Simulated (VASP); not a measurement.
# SiGeS3 (Pm-3m) in VASP: vibrations by perturbation theory with LDA

Aim: the vibrations by perturbation theory of SiGeS3 with LDA.

Everything below comes from runs of VASP 6.6.1. Logs are shortened: lines on timing, memory, paths and dates and some standing lists are left out, and cuts for length are marked.

## 1. The cell of the first run

Symmetry: Pm-3m, No. 221, cubic system. The conventional cell has a = 4.259 Å, b = 4.259 Å, c = 4.259 Å, α = 90.00°, β = 90.00°, γ = 90.00°. Within 4.0 Å of Ge (site symmetry m-3m) lie 12 S at 3.01 Å and 8 Si at 3.69 Å. Within 2.8 Å of Si (site symmetry m-3m) lie 6 S at 2.13 Å. Within 2.8 Å of S (site symmetry 4/mmm) lie 2 Si at 2.13 Å.

## 2. Vibrations by perturbation theory, LDA

Contents of INCAR:

```
SYSTEM = SiGeS3
PREC = Accurate
ENCUT = 520
EDIFF = 1E-8
ISMEAR = -1
SIGMA = 0.15
LREAL = .FALSE.
LASPH = .TRUE.
NELM = 80
ALGO = Normal
ISIF = 2
LWAVE = .FALSE.
LCHARG = .FALSE.
GGA = CA
IBRION = 8
NSW = 1
```

Contents of KPOINTS:

```
Automatic mesh
0
G
  8 8 8
  0 0 0
```

Contents of POSCAR:

```
SiGeS3
1.0
    4.2590000000      0.0000000000      0.0000000000
    0.0000000000      4.2590000000      0.0000000000
    0.0000000000      0.0000000000      4.2590000000
Ge Si S
1 1 3
Direct
    0.0000000000      0.0000000000      0.0000000000
    0.5000000000      0.5000000000      0.5000000000
    0.5000000000      0.5000000000      0.0000000000
    0.5000000000      0.0000000000      0.5000000000
    0.0000000000      0.5000000000      0.5000000000
```

Potentials or basis: VASP PAW LDA potentials, release 64 (Ge_d, Si, S).

Run with:

```
> cat potpaw_LDA.64/Ge_d/POTCAR potpaw_LDA.64/Si/POTCAR potpaw_LDA.64/S/POTCAR > POTCAR
> mpirun -np 1 vasp_std > vasp.out
```

OUTCAR:

```text
SYSTEM = SiGeS3
   PREC = Accurate
   ENCUT = 520
   EDIFF = 1E-8
   ISMEAR = -1
   LREAL = .FALSE.
   LASPH = .TRUE.
   NELM = 80
   ISIF = 2
   GGA = CA
   IBRION = 8
   NSW = 1

 ion  position               nearest neighbor table
   1  0.000  0.000  0.000-
   2  0.500  0.500  0.500-   3 2.13   4 2.13   5 2.13   3 2.13   4 2.13   5 2.13
   3  0.500  0.500  0.000-   2 2.13   2 2.13
   4  0.500  0.000  0.500-   2 2.13   2 2.13
   5  0.000  0.500  0.500-   2 2.13   2 2.13

  LATTYP: Found a simple cubic cell.
 ALAT       =     4.2590000000

  Lattice vectors:

 A1 = (   4.2590000000,   0.0000000000,   0.0000000000)
 A2 = (   0.0000000000,   4.2590000000,   0.0000000000)
 A3 = (   0.0000000000,   0.0000000000,   4.2590000000)

Analysis of symmetry for initial positions (statically):
=====================================================================
 Subroutine PRICEL returns:
 Original cell was already a primitive cell.

 Routine SETGRP: Setting up the symmetry group for a
 simple cubic supercell.

 Subroutine GETGRP returns: Found 48 space group operations
 (whereof 48 operations were pure point group operations)
 out of a pool of 48 trial point group operations.

The static configuration has the point symmetry O_h .

Analysis of symmetry for dynamics (positions and initial velocities):
=====================================================================
 Subroutine PRICEL returns:
 Original cell was already a primitive cell.

 Routine SETGRP: Setting up the symmetry group for a
 simple cubic supercell.

 Subroutine GETGRP returns: Found 48 space group operations
 (whereof 48 operations were pure point group operations)
 out of a pool of 48 trial point group operations.

The dynamic configuration has the point symmetry O_h .

 Subroutine INISYM returns: Found 48 space group operations
 (whereof 48 operations are pure point group operations),
 and found     1 'primitive' translations

----------------------------------------------------------------------------------------

                                     Primitive cell

  volume of cell :      77.2543

  direct lattice vectors                    reciprocal lattice vectors
     4.259000000  0.000000000  0.000000000     0.234796901  0.000000000  0.000000000
     0.000000000  4.259000000  0.000000000     0.000000000  0.234796901  0.000000000
     0.000000000  0.000000000  4.259000000     0.000000000  0.000000000  0.234796901

  length of vectors
     4.259000000  4.259000000  4.259000000     0.234796901  0.234796901  0.234796901

  position of ions in fractional coordinates (direct lattice)
     0.000000000  0.000000000  0.000000000
     0.500000000  0.500000000  0.500000000
     0.500000000  0.500000000  0.000000000
     0.500000000  0.000000000  0.500000000
     0.000000000  0.500000000  0.500000000

  ion indices of the primitive-cell ions
   primitive index   ion index
                 1           1
                 2           2
                 3           3
                 4           4
                 5           5

----------------------------------------------------------------------------------------

 KPOINTS: Automatic mesh

Automatic generation of k-mesh.
 Grid dimensions read from file:
 generate k-points for:    8    8    8

 Generating k-lattice:

[... 86 lines left out ...]
   GGA     = CA    functional components
   LHFCALC =     F    Hartree Fock is set to
   AEXX    =    0.0000 exact exchange contribution
   IVDW    =     0    specifies the selected vdW correction
   LEPSILON=     F    determine dielectric tensor
   LRPA    =     F    only Hartree local field effects (RPA)
 non-spin polarized calculation
  energy-cutoff  :      520.00
  volume of cell :       77.25
 maximum number of plane-waves:      2103
 NGX is ok and might be reduce to    32
   NGX = 15   NGY = 15   NGZ = 15

--------------------------------------- Ionic step        1  -------------------------------------------

 number of electron      35.9999992 magnetization

 Free energy of the ion-electron system (eV)
  ---------------------------------------------------
  ext. energy  EPLUGINS =         0.00000000
  ---------------------------------------------------
  free energy    TOTEN  =       -24.37893519 eV

  energy without entropy =      -24.21130749  energy(sigma->0) =      -24.29512134

 E-fermi :   8.1988     XC(G=0): -11.3887

 val. band max:        8.1926927323   @ k =   0.1250   0.1250   0.0000
 cond. band min:       8.2090568445   @ k =   0.3750   0.3750   0.2500
 fundamental gap:      0.0163641122
 Fermi energy:         8.1988299360

 k-point     1 :       0.0000    0.0000    0.0000
  band No.  band energies     occupation
      1     -17.2053      2.00000
      2     -17.2053      2.00000
      3     -17.2043      2.00000
      4     -17.2043      2.00000
      5     -17.2043      2.00000
      6      -9.0830      2.00000
[... 589 lines left out ...]
     21      10.2253      0.00000
     22      12.6681      0.00000

 [... further k-points ...]
[... 5 lines left out ...]
  --------------------------------------------------------------------------------------
  -------------------------------------------------------------------------------------
  Total        7.3315730      7.3315730      7.3315730      0.0000000      0.0000000      0.0000000
  in kB      152.0494401    152.0494401    152.0494401      0.0000000      0.0000000      0.0000000
  external PRESSURE =     152.0494401 kB  Pullay stress =       0.0000000 kB

 VOLUME and BASIS-vectors are now :
 -----------------------------------------------------------------------------
  energy-cutoff  :      520.00
  volume of cell :       77.25
      direct lattice vectors                 reciprocal lattice vectors
     4.259000000  0.000000000  0.000000000     0.234796901  0.000000000  0.000000000
     0.000000000  4.259000000  0.000000000     0.000000000  0.234796901  0.000000000
     0.000000000  0.000000000  4.259000000     0.000000000  0.000000000  0.234796901

 POSITION                                       TOTAL-FORCE (eV/Angst)
 -----------------------------------------------------------------------------------
      0.00000      0.00000      0.00000         0.000000      0.000000      0.000000
      2.12950      2.12950      2.12950         0.000000      0.000000      0.000000
      2.12950      2.12950      0.00000         0.000000      0.000000      0.000000
      2.12950      0.00000      2.12950         0.000000      0.000000      0.000000
      0.00000      2.12950      2.12950         0.000000      0.000000      0.000000
 -----------------------------------------------------------------------------------
    total drift:                                0.000000     -0.000000     -0.000000

  FREE ENERGIE OF THE ION-ELECTRON SYSTEM (eV)
  ---------------------------------------------------
  free  energy   TOTEN  =       -24.3789351896 eV

  energy  without entropy=      -24.2113074944  energy(sigma->0) =      -24.29512134

[... ionic steps 2 to 9 ...]

--------------------------------------- Ionic step       10  -------------------------------------------

------------------------ aborting loop because EDIFF is reached ----------------------------------------

[... ionic steps 11 to 11 ...]

--------------------------------------- Ionic step       12  -------------------------------------------

 Free energy of the ion-electron system (eV)
  ---------------------------------------------------
  ---------------------------------------------------
  free energy    TOTEN  =        -0.11812146 eV

  energy without entropy =       -0.11812146

------------------------ aborting loop because EDIFF is reached ----------------------------------------

 INTERNAL STRAIN TENSOR  FOR ION    3  DIRECTION 3   (eV/Angst):
 -----------------------------------------------------------------------------
     0.02564  0.00000  0.00000
     0.00000  0.02564  0.00000
     0.00000  0.00000 -0.05146

 INTERNAL STRAIN TENSOR FOR ION    5 for displacements in x,y,z  (eV/Angst):
          X           Y           Z          XY          YZ          ZX
  --------------------------------------------------------------------------------
  x     0.00000     0.00000     0.00000     0.00000     0.00000     0.00000
  y     0.00000     0.00000     0.00000     0.00000     0.00000     0.00000
  z     0.00000     0.00000     0.00000     0.00000     0.00000     0.00000

 SECOND DERIVATIVES (NOT SYMMETRIZED)
 ------------------------------------
               1X          1Y          1Z          2X          2Y          2Z          3X          3Y          3Z          4X          4Y          4Z          5X          5Y          5Z
  1X     2.790423    0.000000    0.000000    0.686228    0.000000   -0.000000   -1.861576   -0.000000   -0.000000   -1.861576    0.000000    0.000000    0.246501    0.000000   -0.000000
  1Y     0.000000    2.790423    0.000000   -0.000000    0.686228    0.000000    0.000000   -1.861576    0.000000    0.000000    0.246501   -0.000000    0.000000   -1.861576   -0.000000
  1Z     0.000000    0.000000    2.790423    0.000000    0.000000    0.686228    0.000000   -0.000000    0.246501    0.000000   -0.000000   -1.861576    0.000000    0.000000   -1.861576
  2X     0.695650    0.000000    0.000000  -11.217665    0.000000   -0.000000   -3.277714    0.000000   -0.000000   -3.277714    0.000000    0.000000   17.077442    0.000000    0.000000
  2Y     0.000000    0.695650    0.000000    0.000000  -11.217665   -0.000000    0.000000   -3.277714    0.000000    0.000000   17.077442    0.000000    0.000000   -3.277714   -0.000000
  2Z     0.000000   -0.000000    0.695650    0.000000    0.000000  -11.217665   -0.000000   -0.000000   17.077442    0.000000   -0.000000   -3.277714    0.000000    0.000000   -3.277714
  3X    -1.850922    0.000000    0.000000   -3.275983    0.000000    0.000000    1.922250    0.000000    0.000000   -0.346928    0.000000    0.000000    3.551582    0.000000    0.000000
  3Y     0.000000   -1.850922    0.000000    0.000000   -3.275983    0.000000    0.000000    1.922250    0.000000    0.000000    3.551582    0.000000    0.000000   -0.346928    0.000000
  3Z     0.000000    0.000000    0.257337    0.000000    0.000000   17.080288    0.000000   -0.000000  -24.443209    0.000000   -0.000000    3.552792   -0.000000   -0.000000    3.552792
  4X    -1.850922    0.000000    0.000000   -3.275983    0.000000    0.000000   -0.346928    0.000000    0.000000    1.922250    0.000000    0.000000    3.551582    0.000000    0.000000
  4Y     0.000000    0.257337    0.000000    0.000000   17.080288    0.000000   -0.000000    3.552792   -0.000000   -0.000000  -24.443209   -0.000000   -0.000000    3.552792    0.000000
  4Z     0.000000    0.000000   -1.850922    0.000000    0.000000   -3.275983    0.000000    0.000000    3.551582    0.000000    0.000000    1.922250    0.000000    0.000000   -0.346928
  5X     0.257337    0.000000    0.000000   17.080288    0.000000    0.000000    3.552792   -0.000000   -0.000000    3.552792   -0.000000    0.000000  -24.443209   -0.000000   -0.000000
  5Y     0.000000   -1.850922    0.000000    0.000000   -3.275983    0.000000    0.000000   -0.346928    0.000000    0.000000    3.551582    0.000000    0.000000    1.922250    0.000000
  5Z     0.000000    0.000000   -1.850922    0.000000    0.000000   -3.275983    0.000000    0.000000    3.551582    0.000000    0.000000   -0.346928    0.000000    0.000000    1.922250

 Eigenvectors and eigenvalues of the dynamical matrix
 ----------------------------------------------------

   1 f  =   17.236808 THz   108.302059 2PiTHz  574.958028 cm-1    71.285678 meV
             X         Y         Z           dx          dy          dz
      0.000000  0.000000  0.000000    -0.003248   -0.001385   -0.000000
      2.129500  2.129500  2.129500    -0.538143   -0.229412   -0.000000
      2.129500  2.129500  0.000000    -0.110454   -0.047087    0.000000
      2.129500  0.000000  2.129500    -0.110454    0.310998    0.000000
      0.000000  2.129500  2.129500     0.729524   -0.047087   -0.000000
[... 105 lines left out ...]
  15 f/i=    5.693141 THz    35.771062 2PiTHz  189.902755 cm-1    23.544930 meV
             X         Y         Z           dx          dy          dz
      0.000000  0.000000  0.000000    -0.512961   -0.034986   -0.002657
      2.129500  2.129500  2.129500    -0.312015   -0.021281   -0.001616
      2.129500  2.129500  0.000000     0.561681    0.038309   -0.000323
      2.129500  0.000000  2.129500     0.561681   -0.004253    0.002910
      0.000000  2.129500  2.129500    -0.062361    0.038309    0.002910

--------------------------------------------------------------------------------------------------------

 ELASTIC MODULI CONTR FROM IONIC RELAXATION (kBar)
 Direction    XX          YY          ZZ          XY          YZ          ZX
 --------------------------------------------------------------------------------
 XX           0.0000      0.0000      0.0000      0.0000      0.0000      0.0000
 YY           0.0000      0.0000      0.0000      0.0000      0.0000      0.0000
 ZZ           0.0000      0.0000      0.0000      0.0000      0.0000      0.0000
 XY           0.0000      0.0000      0.0000      0.0000      0.0000      0.0000
 YZ           0.0000      0.0000      0.0000      0.0000      0.0000      0.0000
 ZX           0.0000      0.0000      0.0000      0.0000      0.0000      0.0000
 --------------------------------------------------------------------------------
```

Wall time 8.9 min (1 thread of Intel Xeon Platinum 8488C (Sapphire Rapids), shared host); peak memory 0.58 GiB.

What came out:

| Quantity | Value |
| --- | --- |
| Highest phonon frequency at Γ, LO-TO splitting left out | 575 cm⁻¹ |
| Most unstable mode | 190i cm⁻¹ |

Phonon frequencies in cm⁻¹ (negative: imaginary):
```csv
q point,frequencies
"(0.000, 0.000, 0.000)",-190 -190 -190 -139 -139 -139 -49 -49 -49 1 1 1 575 575 575
```

Caveat: the cell wasn't relaxed at this level first, which shifts response properties; some modes are imaginary.
